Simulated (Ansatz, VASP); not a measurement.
**C in VASP and in Ansatz**

```
C
1.0
     5.41861    0.00000    0.00000
     0.00000    5.41861    0.00000
     0.00000    0.00000    3.36142
C
12
Direct
  0.32038 0.45059 0.94946
  0.67962 0.54941 0.94946
  0.45059 0.67962 0.05054
  0.54941 0.32038 0.05054
  0.82038 0.04941 0.44946
  0.17962 0.95059 0.44946
  0.95059 0.82038 0.55054
  0.04941 0.17962 0.55054
  0.59827 0.09827 0.25000
  0.40173 0.90173 0.25000
  0.09827 0.40173 0.75000
  0.90173 0.59827 0.75000
```

Alike in both runs: functional PBE; k mesh 4 × 4 × 6; occupations gaussian, width 0.1 eV; no spin polarisation.

Ansatz relaxed the structure, and its values are those at the end. VASP's run is a single point on that final structure, the one shown.

|  | VASP | Ansatz |
| --- | --- | --- |
| version | VASP 6.6.1 | Ansatz 0.2.0 |
| potentials or method | VASP PAW PBE potentials, release 64 (C), cutoff 520 eV | scalar-relativistic, plane waves, PAW |
| valence electrons in the cell | 48 | 48 |

```tsv
	VASP	Ansatz	Ansatz less VASP
gap on the k mesh at the Fermi level (eV)	none	none	-
pressure (GPa)	0.5	0.1	-0.40
rms of the force components (eV/Å)	0.017	0.005	-0.0128
```

A gap of «none» marks a metal or a gap that the smearing closes. With one functional, cell and mesh, what is left measures potentials, basis and numerics.
